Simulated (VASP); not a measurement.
# PbS (zincblende type) (F-43m) in VASP: notebook

Runs on PbS (zincblende type). Level: PBE. Tasks: single point.

All numbers are computed with VASP 6.6.1; they aren't measurements. Logs are shortened: lines on timing, memory, paths and dates and some standing lists are left out, and cuts for length are marked.

### 1 The cell of the first run

The structure is cubic, space group F-43m (No. 216). Conventional cell: a = 6.646 Å, b = 6.646 Å, c = 6.646 Å, α = 90.00°, β = 90.00°, γ = 90.00°. Within 3.8 Å of Pb (site symmetry -43m) lie 4 S at 2.88 Å. Within 3.8 Å of S (site symmetry -43m) lie 4 Pb at 2.88 Å.

### 2 Single point, PBE

Input file INCAR:

```
SYSTEM = PbS
PREC = Accurate ; ENCUT = 520
EDIFF = 1E-7 ; ISMEAR = -1
SIGMA = 0.1 ; LREAL = .False.
LASPH = .True. ; NELM = 100
ALGO = Normal ; ISIF = 2
LWAVE = .False. ; LCHARG = .False.
GGA = PE ; NBANDS = 17
```

Input file KPOINTS:

```
regular mesh
0
Gamma
  11 11 11
  0 0 0
```

Input file POSCAR:

```
PbS
1.0
    0.0000000000      3.3232491869      3.3232491869
    3.3232491869      0.0000000000      3.3232491869
    3.3232491869      3.3232491869      0.0000000000
Pb S
1 1
Direct
    0.0000000000      0.0000000000      0.0000000000
    0.2500000000      0.2500000000      0.2500000000
```

Potentials or basis: VASP PAW PBE potentials, release 64 (Pb_d, S).

On the command line:

```
$ cat potpaw_PBE.64/Pb_d/POTCAR potpaw_PBE.64/S/POTCAR > POTCAR
$ mpirun -np 1 vasp_std > vasp.out
```

OUTCAR:

```text
SYSTEM = PbS
   PREC = Accurate
   ENCUT = 520
   EDIFF = 1E-7
   ISMEAR = -1
   LREAL = .False.
   LASPH = .True.
   NELM = 100
   ISIF = 2
   GGA = PE

 ion  position               nearest neighbor table
   1  0.000  0.000  0.000-   2 2.88   2 2.88   2 2.88   2 2.88
   2  0.250  0.250  0.250-   1 2.88   1 2.88   1 2.88   1 2.88

  LATTYP: Found a face centered cubic cell.
 ALAT       =     6.6464983738

  Lattice vectors:

 A1 = (   0.0000000000,   3.3232491869,   3.3232491869)
 A2 = (   3.3232491869,   0.0000000000,   3.3232491869)
 A3 = (   3.3232491869,   3.3232491869,   0.0000000000)

Analysis of symmetry for initial positions (statically):
=====================================================================
 Subroutine PRICEL returns:
 Original cell was already a primitive cell.

 Routine SETGRP: Setting up the symmetry group for a
 face centered cubic supercell.

 Subroutine GETGRP returns: Found 24 space group operations
 (whereof 24 operations were pure point group operations)
 out of a pool of 48 trial point group operations.

The static configuration has the point symmetry T_d .

Analysis of symmetry for dynamics (positions and initial velocities):
=====================================================================
 Subroutine PRICEL returns:
 Original cell was already a primitive cell.

 Routine SETGRP: Setting up the symmetry group for a
 face centered cubic supercell.

 Subroutine GETGRP returns: Found 24 space group operations
 (whereof 24 operations were pure point group operations)
 out of a pool of 48 trial point group operations.

The dynamic configuration has the point symmetry T_d .

 Subroutine INISYM returns: Found 24 space group operations
 (whereof 24 operations are pure point group operations),
 and found     1 'primitive' translations

----------------------------------------------------------------------------------------

                                     Primitive cell

  volume of cell :      73.4038

  direct lattice vectors                    reciprocal lattice vectors
     0.000000000  3.323249187  3.323249187    -0.150455164  0.150455164  0.150455164
     3.323249187  0.000000000  3.323249187     0.150455164 -0.150455164  0.150455164
     3.323249187  3.323249187  0.000000000     0.150455164  0.150455164 -0.150455164

  length of vectors
     4.699784071  4.699784071  4.699784071     0.260595988  0.260595988  0.260595988
[... 72 lines left out ...]
   PREC   = accura    normal or accurate (medium, high low for compatibility)
   ISTART =      0    job   : 0-new  1-cont  2-samecut
   ICHARG =      2    charge: 1-file 2-atom 10-const
   ISPIN  =      1    spin polarized calculation?
   LNONCOLLINEAR =      F non collinear calculations
   LSORBIT =      F    spin-orbit coupling
   LASPH  =      T    aspherical Exc in radial PAW
   ENCUT  =  520.0 eV  38.22 Ry    6.18 a.u.   8.74  8.74  8.74*2*pi/ulx,y,z
   NELM   =    100;   NELMIN=  2; NELMDL= -5     # of ELM steps
   EDIFF  = 0.1E-06   stopping-criterion for ELM
   LREAL  =      F    real-space projection
   EDIFFG = 0.1E-05   stopping-criterion for IOM
   NSW    =      0    number of steps for IOM
   IBRION =     -1    ionic relax: 0-MD 1-quasi-New 2-CG
   NFREE  =      0    steps in history (QN), initial steepest desc. (CG)
   ISIF   =      2    stress and relaxation
   ISYM   =      2    0-nonsym 1-usesym 2-fastsym
   POTIM  = 0.5000    time-step for ionic-motion
   TEBEG  =    0.0;   TEEND  =   0.0 temperature during run
   PSTRESS=    0.0 pullay stress
   NELECT =      20.0000    total number of electrons
   NUPDOWN=      -1.0000    fix difference up-down
   EMIN   =  10.00;   EMAX   =-10.00  energy-range for DOS
   EFERMI =   0.00;   METHOD = LEGACY
   ISMEAR =    -1;   SIGMA  =   0.10  broadening in eV -4-tet -1-fermi 0-gaus
   EFERMI_NEDOS =   21; number of points for ismear=-14 and -15
   IALGO  =     38    algorithm
   IMIX   =      4    mixing-type and parameters
     AMIX     =   0.40;   BMIX     =  1.00
     AMIX_MAG =   1.60;   BMIX_MAG =  1.00
  volume/ion in A,a.u.               =      36.70       247.68
  Fermi-wavevector in a.u.,A,eV,Ry     =   1.061317  2.005599 15.325527  1.126394
  Thomas-Fermi vector in A             =   2.196729
   LORBIT       =      0    0 simple, 1 ext, 2 COOP (PROOUT), +10 PAW based schemes
   GGA     = PE    functional components
   LHFCALC =     F    Hartree Fock is set to
   AEXX    =    0.0000 exact exchange contribution
   IVDW    =     0    specifies the selected vdW correction
   LEPSILON=     F    determine dielectric tensor
   LRPA    =     F    only Hartree local field effects (RPA)
 non-spin polarized calculation
  energy-cutoff  :      520.00
  volume of cell :       73.40
 maximum number of plane-waves:      2004
   NGX = 17   NGY = 17   NGZ = 17

 number of electron      19.9999997 magnetization

 Free energy of the ion-electron system (eV)
  ---------------------------------------------------
  ext. energy  EPLUGINS =         0.00000000
  ---------------------------------------------------
  free energy    TOTEN  =        -8.40896098 eV

  energy without entropy =       -8.40822428  energy(sigma->0) =       -8.40859263

 E-fermi :   3.1628     XC(G=0):  -7.8376

 val. band max:        2.6301419317   @ k =  -0.2727   0.4545   0.1818
 cond. band min:       3.5473533371   @ k =   0.4545   0.4545   0.0000
 fundamental gap:      0.9172114054
 Fermi energy:         3.1627807262

 k-point     1 :       0.0000    0.0000    0.0000
  band No.  band energies     occupation
      1     -13.9505      2.00000
      2     -13.9505      2.00000
      3     -13.9505      2.00000
      4     -13.9183      2.00000
      5     -13.9183      2.00000
      6      -9.7982      2.00000
[... 457 lines left out ...]
      4     -13.9189      2.00000
      5     -13.9156      2.00000
      6      -9.3785      2.00000
[... 9 lines left out ...]
     16      10.6199      0.00000
     17      12.8526      0.00000

 [... further k-points ...]
[... 5 lines left out ...]
  --------------------------------------------------------------------------------------
  -------------------------------------------------------------------------------------
  Total       -0.0160883     -0.0160883     -0.0160883      0.0000000      0.0000000      0.0000000
  in kB       -0.3511585     -0.3511585     -0.3511585      0.0000000      0.0000000      0.0000000
  external PRESSURE =      -0.3511585 kB  Pullay stress =       0.0000000 kB

 VOLUME and BASIS-vectors are now :
 -----------------------------------------------------------------------------
  energy-cutoff  :      520.00
  volume of cell :       73.40
      direct lattice vectors                 reciprocal lattice vectors
     0.000000000  3.323249187  3.323249187    -0.150455164  0.150455164  0.150455164
     3.323249187  0.000000000  3.323249187     0.150455164 -0.150455164  0.150455164
     3.323249187  3.323249187  0.000000000     0.150455164  0.150455164 -0.150455164

 POSITION                                       TOTAL-FORCE (eV/Angst)
 -----------------------------------------------------------------------------------
      0.00000      0.00000      0.00000        -0.000000     -0.000000     -0.000000
      1.66162      1.66162      1.66162         0.000000      0.000000      0.000000
 -----------------------------------------------------------------------------------
    total drift:                                0.000000      0.000000      0.000000

  FREE ENERGIE OF THE ION-ELECTRON SYSTEM (eV)
  ---------------------------------------------------
  free  energy   TOTEN  =        -8.4089609800 eV

  energy  without entropy=       -8.4082242848  energy(sigma->0) =       -8.40859263
```

OSZICAR:

```text
N       E                     dE             d eps       ncg     rms          rms(c)
DAV:   1     0.163077162400E+03    0.16308E+03   -0.91823E+03  1904   0.112E+03
DAV:   2     0.582381248176E+01   -0.15725E+03   -0.15145E+03  1972   0.295E+02
DAV:   3    -0.872519391526E+01   -0.14549E+02   -0.14442E+02  2493   0.966E+01
DAV:   4    -0.911849685821E+01   -0.39330E+00   -0.39297E+00  2442   0.194E+01
DAV:   5    -0.913418790429E+01   -0.15691E-01   -0.15690E-01  2763   0.357E+00    0.480E+00
DAV:   6    -0.840168677552E+01    0.73250E+00   -0.22112E+00  2911   0.901E+00    0.360E+00
DAV:   7    -0.840299318524E+01   -0.13064E-02   -0.18584E-01  2102   0.205E+00    0.192E+00
DAV:   8    -0.840750883136E+01   -0.45156E-02   -0.19648E-02  2094   0.151E+00    0.168E-01
DAV:   9    -0.840807576357E+01   -0.56693E-03   -0.64621E-03  2513   0.575E-01    0.179E-01
DAV:  10    -0.840880078569E+01   -0.72502E-03   -0.93727E-04  1986   0.197E-01    0.487E-02
DAV:  11    -0.840894250693E+01   -0.14172E-03   -0.21400E-04  2354   0.120E-01    0.279E-02
DAV:  12    -0.840895869808E+01   -0.16191E-04   -0.36892E-05  2201   0.654E-02    0.567E-03
DAV:  13    -0.840896036315E+01   -0.16651E-05   -0.28380E-06  2219   0.133E-02    0.255E-03
DAV:  14    -0.840896090497E+01   -0.54183E-06   -0.11282E-06  2056   0.533E-03    0.127E-03
DAV:  15    -0.840896097997E+01   -0.74993E-07   -0.65019E-08  2160   0.223E-03
   1 F= -.84089610E+01 E0= -.84085926E+01  d E =-.736695E-03
```

stdout:

```text
POSCAR found type information on POSCAR PbS
 POSCAR found :  2 types and       2 ions
 scaLAPACK will be used
 LDA part: xc-table for (Slater+PW92), standard interpolation
 POSCAR, INCAR and KPOINTS ok, starting setup
 FFT: planning ... GRIDC
 FFT: planning ... GRID_SOFT
 FFT: planning ... GRID
 WAVECAR not read
 entering main loop
```

Run time: 68 s. Hardware: 1 thread of Intel Xeon 6975P-C (Granite Rapids), shared host; peak memory 0.23 GiB.

What came out:

```
Free energy            : -8.4090 eV
Pressure               : 0.0 GPa
Band gap on the k mesh : 0.92 eV, indirect (least direct gap 1.32 eV)
```

Caveat: spin-orbit coupling is left out, which moves the levels of the heavy elements. A k mesh can miss the band edges.

### 3 Single point, PBE

Input file INCAR:

```
ALGO = Normal
EDIFF = 1E-7
ENCUT = 520
GGA = PE
ISIF = 2
ISMEAR = -1
LASPH = T
LCHARG = F
LREAL = F
LWAVE = F
NBANDS = 17
NELM = 60
PREC = Accurate
SIGMA = 0.1
```

Input file KPOINTS:

```
k-points
0
Gamma
  11 11 11
```

POSCAR is that of step 2.

Potentials or basis: VASP PAW PBE potentials, release 64 (Pb_d, S).

On the command line:

```
$ cat potpaw_PBE.64/Pb_d/POTCAR potpaw_PBE.64/S/POTCAR > POTCAR
$ mpirun -np 1 vasp_std > vasp.out
```

Wall time 60 s (1 thread of Intel Xeon 6975P-C (Granite Rapids), shared host); peak memory 0.23 GiB.

It converged, with:

* Free energy: -8.4090 eV
* Pressure: 0.0 GPa
* Band gap on the k mesh: 0.92 eV, indirect (least direct gap 1.32 eV)

Levels at points of the mesh, in eV from the valence-band top:
| k point | band 6 | band 7 | band 8 | band 9 | band 10 | band 11 | band 12 | band 13 | band 14 | band 15 |
| --- | --- | --- | --- | --- | --- | --- | --- | --- | --- | --- |
| (0.00, 0.00, 0.00) | -12.43 | -5.94 | -1.61 | -1.61 | -1.61 | 2.56 | 2.56 | 2.56 | 5.34 | 8.67 |

Caveat: spin-orbit coupling is left out, which moves the levels of the heavy elements. A k mesh can miss the band edges.
